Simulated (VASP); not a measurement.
# C3N (P4/mmm) in VASP: further runs

The runs below take C3N through relaxation of cell and atoms, with PBE.

Program: VASP 6.6.1. These are calculated values, not measurements. Logs are shortened: lines on timing, memory, paths and dates and some standing lists are left out, and cuts for length are marked.

## Step 1: The cell of the first run

The structure is tetragonal, space group P4/mmm (No. 123). The conventional cell has a = 2.886 Å, b = 2.886 Å, c = 7.506 Å, α = 90.00°, β = 90.00°, γ = 90.00°. C (site symmetry 4mm) has 4 N at 2.70 Å and 9 C at 2.85 to 3.53 Å within 3.6 Å. C (site symmetry 4/mmm) has 12 C at 2.85 to 2.89 Å and 2 N at 3.75 Å within 3.8 Å. Within 3.6 Å of N (site symmetry 4/mmm) lie 8 C at 2.70 Å and 4 N at 2.89 Å.

The cell was generated, and may not be a known phase.

## Step 2: Relaxation of cell and atoms, PBE, collinear spin, ferromagnetic start

Contents of INCAR:

```
PREC = Accurate
ENCUT = 600
EDIFF = 1E-6
ISMEAR = 0
SIGMA = 0.1
LREAL = False
LASPH = True
NELM = 150
ALGO = Normal
ISIF = 3
LWAVE = False
LCHARG = False
ISPIN = 2
MAGMOM = 1 1 1 1
LORBIT = 11
GGA = PE
IBRION = 2
NSW = 90
EDIFFG = -0.04
```

Contents of KPOINTS:

```
regular mesh
0
Gamma
  6 6 2
```

Contents of POSCAR:

```
C3N
1.0
    2.8862103600      0.0000000000      0.0000000000
    0.0000000000      2.8862103600      0.0000000000
    0.0000000000      0.0000000000      7.5064168700
C N
3 1
Direct
    0.5000000000      0.5000000000      0.7648133600
    0.0000000000      0.0000000000      0.5000000000
    0.5000000000      0.5000000000      0.2351866400
    0.0000000000      0.0000000000      0.0000000000
```

Potentials or basis: VASP PAW PBE potentials, release 64 (C, N).

Started as:

```console
$ cat potpaw_PBE.64/C/POTCAR potpaw_PBE.64/N/POTCAR > POTCAR
$ mpirun -np 1 vasp_std > vasp.out
```

OUTCAR:

```text
PREC = Accurate
   ENCUT = 600
   EDIFF = 1E-6
   ISMEAR = 0
   LREAL = False
   LASPH = True
   NELM = 150
   ISIF = 3
   ISPIN = 2
   LORBIT = 11
   GGA = PE
   IBRION = 2
   NSW = 90
   EDIFFG = -0.04

 ion  position               nearest neighbor table
   1  0.500  0.500  0.765-
   2  0.000  0.000  0.500-
   3  0.500  0.500  0.235-
   4  0.000  0.000  0.000-

  LATTYP: Found a simple tetragonal cell.
 ALAT       =     2.8862103600
 C/A-ratio  =     2.6007864756

  Lattice vectors:

 A1 = (   2.8862103600,   0.0000000000,   0.0000000000)
 A2 = (   0.0000000000,   2.8862103600,   0.0000000000)
 A3 = (   0.0000000000,   0.0000000000,   7.5064168700)

Analysis of symmetry for initial positions (statically):
=====================================================================
 Subroutine PRICEL returns:
 Original cell was already a primitive cell.

 Routine SETGRP: Setting up the symmetry group for a
 simple tetragonal supercell.

 Subroutine GETGRP returns: Found 16 space group operations
 (whereof 16 operations were pure point group operations)
 out of a pool of 16 trial point group operations.

The static configuration has the point symmetry D_4h.

Analysis of symmetry for dynamics (positions and initial velocities):
=====================================================================
 Subroutine PRICEL returns:
 Original cell was already a primitive cell.

 Routine SETGRP: Setting up the symmetry group for a
 simple tetragonal supercell.

 Subroutine GETGRP returns: Found 16 space group operations
 (whereof 16 operations were pure point group operations)
 out of a pool of 16 trial point group operations.

The dynamic configuration has the point symmetry D_4h.

Analysis of structural, dynamic, and magnetic symmetry:
=====================================================================
 Subroutine PRICEL returns:
 Original cell was already a primitive cell.

 Routine SETGRP: Setting up the symmetry group for a
 simple tetragonal supercell.

 Subroutine GETGRP returns: Found 16 space group operations
 (whereof 16 operations were pure point group operations)
 out of a pool of 16 trial point group operations.

The overall configuration has the point symmetry D_4h.

 Subroutine INISYM returns: Found 16 space group operations
 (whereof 16 operations are pure point group operations),
 and found     1 'primitive' translations

----------------------------------------------------------------------------------------

                                     Primitive cell

  volume of cell :      62.5300

  direct lattice vectors                    reciprocal lattice vectors
     2.886210360  0.000000000  0.000000000     0.346475092  0.000000000  0.000000000
     0.000000000  2.886210360  0.000000000     0.000000000  0.346475092  0.000000000
     0.000000000  0.000000000  7.506416870     0.000000000  0.000000000  0.133219353

  length of vectors
     2.886210360  2.886210360  7.506416870     0.346475092  0.346475092  0.133219353

  position of ions in fractional coordinates (direct lattice)
     0.500000000  0.500000000  0.764813360
     0.000000000  0.000000000  0.500000000
     0.500000000  0.500000000  0.235186640
     0.000000000  0.000000000  0.000000000

  ion indices of the primitive-cell ions
   primitive index   ion index
                 1           1
                 2           2
                 3           3
                 4           4

----------------------------------------------------------------------------------------

 KPOINTS: regular mesh

Automatic generation of k-mesh.
 Grid dimensions read from file:
 generate k-points for:    6    6    2

 Generating k-lattice:

  Cartesian coordinates                     Fractional coordinates (reciprocal lattice)
     0.057745849  0.000000000  0.000000000     0.166666667  0.000000000  0.000000000
     0.000000000  0.057745849  0.000000000     0.000000000  0.166666667  0.000000000
     0.000000000  0.000000000  0.066609677     0.000000000  0.000000000  0.500000000

  Length of vectors
     0.057745849  0.057745849  0.066609677

  Shift w.r.t. Gamma in fractional coordinates (k-lattice)
     0.000000000  0.000000000  0.000000000

 Subroutine IBZKPT returns following result:
 ===========================================

 Found     20 irreducible k-points:

 Following reciprocal coordinates:
            Coordinates               Weight
  0.000000  0.000000  0.000000      1.000000
  0.166667  0.000000  0.000000      4.000000
  0.333333  0.000000  0.000000      4.000000
  0.500000  0.000000  0.000000      2.000000
  0.166667  0.166667  0.000000      4.000000
  0.333333  0.166667  0.000000      8.000000
[... 12 lines left out ...]
  0.500000  0.333333  0.500000      4.000000
  0.500000  0.500000  0.500000      1.000000
   k-points           NKPTS =     20   k-points in BZ     NKDIM =     20   number of bands    NBANDS=     14
   number of dos      NEDOS =    301   number of ions     NIONS =      4
   total plane-waves  NPLWV =  34560
   dimension x,y,z NGX =    24 NGY =   24 NGZ =   60
   dimension x,y,z NGXF=    48 NGYF=   48 NGZF=  120
   ions per type =               3   1
   NGX,Y,Z   is equivalent  to a cutoff of  13.82, 13.82, 13.29 a.u.
   NGXF,Y,Z  is equivalent  to a cutoff of  27.65, 27.65, 26.58 a.u.
 SYSTEM =  unknown system
   PREC   = accura    normal or accurate (medium, high low for compatibility)
   ISTART =      0    job   : 0-new  1-cont  2-samecut
   ICHARG =      2    charge: 1-file 2-atom 10-const
   ISPIN  =      2    spin polarized calculation?
   LNONCOLLINEAR =      F non collinear calculations
   LSORBIT =      F    spin-orbit coupling
   LASPH  =      T    aspherical Exc in radial PAW
   ENCUT  =  600.0 eV  44.10 Ry    6.64 a.u.   5.76  5.76 14.99*2*pi/ulx,y,z
   NELM   =    150;   NELMIN=  2; NELMDL= -5     # of ELM steps
   EDIFF  = 0.1E-05   stopping-criterion for ELM
   LREAL  =      F    real-space projection
   EDIFFG = -.4E-01   stopping-criterion for IOM
   NSW    =     90    number of steps for IOM
   IBRION =      2    ionic relax: 0-MD 1-quasi-New 2-CG
   NFREE  =      1    steps in history (QN), initial steepest desc. (CG)
   ISIF   =      3    stress and relaxation
   ISYM   =      2    0-nonsym 1-usesym 2-fastsym
   POTIM  = 0.5000    time-step for ionic-motion
   TEBEG  =    0.0;   TEEND  =   0.0 temperature during run
   PSTRESS=    0.0 pullay stress
   NELECT =      17.0000    total number of electrons
   NUPDOWN=      -1.0000    fix difference up-down
   EMIN   =  10.00;   EMAX   =-10.00  energy-range for DOS
   EFERMI =   0.00;   METHOD = LEGACY
   ISMEAR =     0;   SIGMA  =   0.10  broadening in eV -4-tet -1-fermi 0-gaus
   EFERMI_NEDOS =   21; number of points for ismear=-14 and -15
   IALGO  =     38    algorithm
   IMIX   =      4    mixing-type and parameters
     AMIX     =   0.40;   BMIX     =  1.00
     AMIX_MAG =   1.60;   BMIX_MAG =  1.00
  volume/ion in A,a.u.               =      15.63       105.49
  Fermi-wavevector in a.u.,A,eV,Ry     =   1.060543  2.004136 15.303171  1.124751
  Thomas-Fermi vector in A             =   2.195928
   LORBIT       =     11    0 simple, 1 ext, 2 COOP (PROOUT), +10 PAW based schemes
   GGA     = PE    functional components
   LHFCALC =     F    Hartree Fock is set to
   AEXX    =    0.0000 exact exchange contribution
   IVDW    =     0    specifies the selected vdW correction
   LEPSILON=     F    determine dielectric tensor
   LRPA    =     F    only Hartree local field effects (RPA)
 conjugate gradient relaxation of ions
 spin polarized calculation
 Gauss-broadening in eV      SIGMA  =   0.10
  energy-cutoff  :      600.00
  volume of cell :       62.53
 maximum number of plane-waves:      2108
 NGX is ok and might be reduce to    24
   NGX = 11   NGY = 11   NGZ = 29

--------------------------------------- Ionic step        1  -------------------------------------------

 number of electron      17.0000000 magnetization       1.0575930

 Free energy of the ion-electron system (eV)
  ---------------------------------------------------
  ext. energy  EPLUGINS =         0.00000000
  ---------------------------------------------------
  free energy    TOTEN  =       -13.26816348 eV

  energy without entropy =      -13.26025932  energy(sigma->0) =      -13.26421140

 E-fermi :  -0.2162     XC(G=0):  -9.1426

 val. band max:       -0.2187210426   @ k =   0.5000   0.3333   0.5000
 cond. band min:      -0.1977157824   @ k =   0.5000   0.5000   0.0000
 fundamental gap:      0.0210052602
 Fermi energy:        -0.2161778347

 spin component 1

 k-point     1 :       0.0000    0.0000    0.0000
  band No.  band energies     occupation
      1     -14.2506      1.00000
      2     -10.8351      1.00000
      3      -9.4664      1.00000
      4      -7.3393      1.00000
      5      -2.5578      1.00000
      6      -0.8335      1.00000
      7      -0.8335      1.00000
      8      -0.1680      0.24770
      9       0.9296      0.00000
     10       1.3601      0.00000
     11       1.3601      0.00000
[... 744 lines left out ...]
--------------------------------------- Ionic step        3  -------------------------------------------

 number of electron      17.0000000 magnetization       0.0984090

 E-fermi :  22.9348     XC(G=0): -17.1610

 val. band max:       22.9208570258   @ k =   0.5000   0.1667   0.0000
 cond. band min:      22.9498920250   @ k =   0.1667   0.1667   0.0000
 fundamental gap:      0.0290349992
 Fermi energy:        22.9347773901

 spin component 1

 k-point     1 :       0.0000    0.0000    0.0000
  band No.  band energies     occupation
      1     -12.2649      1.00000
      2      -5.2335      1.00000
      3      -4.4482      1.00000
      4       9.6402      1.00000
      5      20.8659      1.00000
      6      20.8659      1.00000
      7      21.7790      1.00000
      8      28.0978      0.00000
      9      28.0978      0.00000
     10      29.5235      0.00000
     11      29.5235      0.00000
[... 698 lines left out ...]
  FREE ENERGIE OF THE ION-ELECTRON SYSTEM (eV)
  ---------------------------------------------------
  free  energy   TOTEN  =        -1.3773329856 eV

  energy  without entropy=       -1.3682890020  energy(sigma->0) =       -1.37281099

 E-fermi :   3.6388     XC(G=0): -11.3026

 val. band max:        3.6110187643   @ k =   0.5000   0.5000   0.0000
 cond. band min:       3.6454321772   @ k =   0.0000   0.0000   0.0000
 fundamental gap:      0.0344134129
 Fermi energy:         3.6387627829

 spin component 1

 k-point     1 :       0.0000    0.0000    0.0000
  band No.  band energies     occupation
      1     -12.9044      1.00000
      2      -9.3570      1.00000
      3      -8.4715      1.00000
      4      -2.4007      1.00000
      5      -0.2749      1.00000
      6       3.6554      0.40678
      7       3.6554      0.40678
      8       5.7193      0.00000
      9       5.7275      0.00000
     10       6.3518      0.00000
     11       6.3518      0.00000
[... 655 lines left out ...]
      1      -7.9275      1.00000
      2      -2.5822      1.00000
      3      -2.3475      1.00000
      4      -2.2928      1.00000
      5      -1.2299      1.00000
      6      -1.2299      1.00000
      7      -0.0824      1.00000
      8      -0.0824      1.00000
      9       4.3237      0.00000
     10       4.3237      0.00000
     11       4.4606      0.00000
     12       4.4606      0.00000
     13       4.4744      0.00000
     14       4.7646      0.00000

[... ionic steps 4 to 27 ...]

--------------------------------------- Ionic step       28  -------------------------------------------

 number of electron      17.0000000 magnetization      -0.5723176

------------------------ aborting loop because EDIFF is reached ----------------------------------------
[... 71 lines left out ...]
--------------------------------------- Ionic step       30  -------------------------------------------

 number of electron      17.0000000 magnetization      -0.5720883

 Free energy of the ion-electron system (eV)
  ---------------------------------------------------
  ext. energy  EPLUGINS =         0.00000000
  ---------------------------------------------------
  free energy    TOTEN  =       -19.95250654 eV

  energy without entropy =      -19.94863372  energy(sigma->0) =      -19.95057013

 E-fermi :   5.8990     XC(G=0): -12.2338

 val. band max:        5.8204854376   @ k =   0.3333   0.0000   0.5000
 cond. band min:       5.9463703994   @ k =   0.5000   0.0000   0.5000
 fundamental gap:      0.1258849618
 Fermi energy:         5.8989665287

 spin component 1

 k-point     1 :       0.0000    0.0000    0.0000
  band No.  band energies     occupation
      1     -13.8907      1.00000
      2      -7.6648      1.00000
      3      -4.2031      1.00000
      4       1.2231      1.00000
      5       1.2231      1.00000
      6       2.0822      1.00000
      7       4.7298      1.00000
      8       7.1614      0.00000
      9       7.1770      0.00000
     10       7.1770      0.00000
     11      10.1153      0.00000
[... 698 lines left out ...]
  FREE ENERGIE OF THE ION-ELECTRON SYSTEM (eV)
  ---------------------------------------------------
  free  energy   TOTEN  =       -19.9525065399 eV

  energy  without entropy=      -19.9486337212  energy(sigma->0) =      -19.95057013

 reached required accuracy - stopping structural energy minimisation

 total charge

# of ion       s       p       d       tot
------------------------------------------
    1        0.968   1.313   0.000   2.281
    2        0.952   1.162   0.000   2.114
    3        0.968   1.313   0.000   2.281
    4        1.419   1.835   0.000   3.253
--------------------------------------------------
tot          4.305   5.623   0.000   9.929

 magnetization (x)

# of ion       s       p       d       tot
------------------------------------------
    1       -0.001   0.028   0.000   0.027
    2       -0.006   0.002   0.000  -0.004
    3       -0.001   0.028   0.000   0.027
    4       -0.010  -0.478   0.000  -0.489
--------------------------------------------------
tot         -0.019  -0.420   0.000  -0.439
```

Wall time 18 min (1 thread of Intel Xeon 8259CL, shared host); peak memory 0.23 GiB.

What came out:

```yaml
Free_energy: -19.9525 eV
Relaxed_volume: 7.62 Å³/atom
Relaxed_cell: a = 2.651 Å, b = 2.651 Å, c = 4.338 Å, α = 90.00°, β = 90.00°, γ = 90.00°
Space_group_after_relaxing_to_0.1_Å: P4/mmm (No. 123)
Pressure_after_relaxing: 0.0 GPa
Largest_force_after_relaxing: 0.038 eV/Å
Net_moment: -0.57 μB per cell
Site_moments: C +0.03, -0.00 (each value once); N -0.49 μB
Valence_electrons_inside_the_program's_atomic_spheres: C 2.28, 2.11 (each value once); N 3.25
```

Forces on the atoms (eV/Å):
```
C    0.000  0.000  0.038
C    0.000  0.000  0.000
C    0.000  0.000 -0.038
N    0.000  0.000  0.000
```

Final structure:
```yaml
crystal:
  lattice:
    - [2.65077, 0.00000, 0.00000]
    - [0.00000, 2.65077, 0.00000]
    - [0.00000, 0.00000, 4.33814]
  atoms:
    - { symbol: C, position: [0.50000, 0.50000, 0.65992] }
    - { symbol: C, position: [0.00000, 0.00000, 0.50000] }
    - { symbol: C, position: [0.50000, 0.50000, 0.34008] }
    - { symbol: N, position: [0.00000, 0.00000, 0.00000] }
```

Caveat: the k points lie up to 0.72 Å⁻¹ apart in the final cell; the volume moved by over 15 % at a fixed basis, so the end points are rough; a moment this small can come from the mesh or the smearing.

## Step 3: Relaxation of cell and atoms, PBE

This run uses another cell than the first one, of 8.20 Å³/atom.

Contents of INCAR:

```
SYSTEM = C3N
PREC = Accurate ; ENCUT = 600
EDIFF = 1E-6 ; ISMEAR = 0
SIGMA = 0.1 ; LREAL = .FALSE.
LASPH = .TRUE. ; NELM = 80
ALGO = Normal ; ISIF = 3
LWAVE = .FALSE. ; LCHARG = .FALSE.
GGA = PE ; IBRION = 2
NSW = 100 ; EDIFFG = -0.01
```

Contents of KPOINTS:

```
Automatic mesh
0
G
  16 16 10
  0 0 0
```

Contents of POSCAR:

```
C3N
1.0
    2.7377318705      0.0000000000      0.0000000000
    0.0000000000      2.7377318705      0.0000000000
    0.0000000000      0.0000000000      4.3782185221
C N
3 1
Direct
    0.5000000000      0.5000000000      0.8416244548
    0.0000000000      0.0000000000      0.5000000000
    0.5000000000      0.5000000000      0.1583755452
    0.0000000000      0.0000000000      0.0000000000
```

Potentials or basis: VASP PAW PBE potentials, release 64 (C, N).

Started as:

```console
$ cat potpaw_PBE.64/C/POTCAR potpaw_PBE.64/N/POTCAR > POTCAR
$ mpirun -np 1 vasp_std > vasp.out
```

It took 5.9 min on 1 thread of Intel Xeon 8259CL, shared host; peak memory 0.25 GiB.

It converged, with:

- Free energy: -20.0688 eV
- Relaxed volume: 8.21 Å³/atom
- Relaxed cell: a = 2.752 Å, b = 2.752 Å, c = 4.338 Å, α = 90.00°, β = 90.00°, γ = 90.00°
- Space group after relaxing (to 0.1 Å): P4/mmm (No. 123)
- Energy gained by relaxing: 0.8 meV/atom
- Ionic steps: 5
- Pressure after relaxing: 0.0 GPa
- Band gap on the k mesh: zero (an odd number of electrons rules out a gap without spin polarisation)

The path:
```
step  energy change (eV)  largest force (eV/Å)  pressure (GPa)  volume (Å³)
   1              0.0000                0.0072           -0.10        32.82
   2             -0.0021                0.1763            0.58        32.79
   3             -0.0021                0.2114            0.72        32.79
   4             -0.0031                0.0576            0.19        32.83
   5             -0.0032                0.0016           -0.01        32.84
```

Final structure:
```yaml
crystal:
  lattice:
    - [2.75168, 0.00000, 0.00000]
    - [0.00000, 2.75168, 0.00000]
    - [0.00000, 0.00000, 4.33775]
  atoms:
    - { symbol: C, position: [0.50000, 0.50000, 0.84051] }
    - { symbol: C, position: [0.00000, 0.00000, 0.50000] }
    - { symbol: C, position: [0.50000, 0.50000, 0.15949] }
    - { symbol: N, position: [0.00000, 0.00000, 0.00000] }
```

Levels at points of the mesh, in eV from the Fermi level:
```csv
k point,band 5,band 6,band 7,band 8,band 9,band 10,band 11,band 12
"(0.00, 0.00, 0.00)",-4.87,-4.87,-0.04,0.62,2.06,2.06,4.00,4.69
"(0.50, 0.00, 0.00)",-5.72,-5.19,-1.43,-0.93,0.01,0.06,2.68,3.25
"(0.50, 0.50, 0.00)",-6.67,-4.26,-3.44,-2.31,-1.22,-1.22,1.13,1.13
"(0.00, 0.00, 0.50)",-4.68,-3.53,-3.46,0.11,0.89,0.89,3.49,4.51
"(0.50, 0.00, 0.50)",-1.89,-1.41,-1.27,-0.83,-0.65,0.67,1.33,1.53
"(0.50, 0.50, 0.50)",-8.35,-4.80,-3.36,-3.36,-0.33,-0.11,1.34,4.60
```

The gap in the log of VASP goes by the Fermi energy; the results here count the filled bands.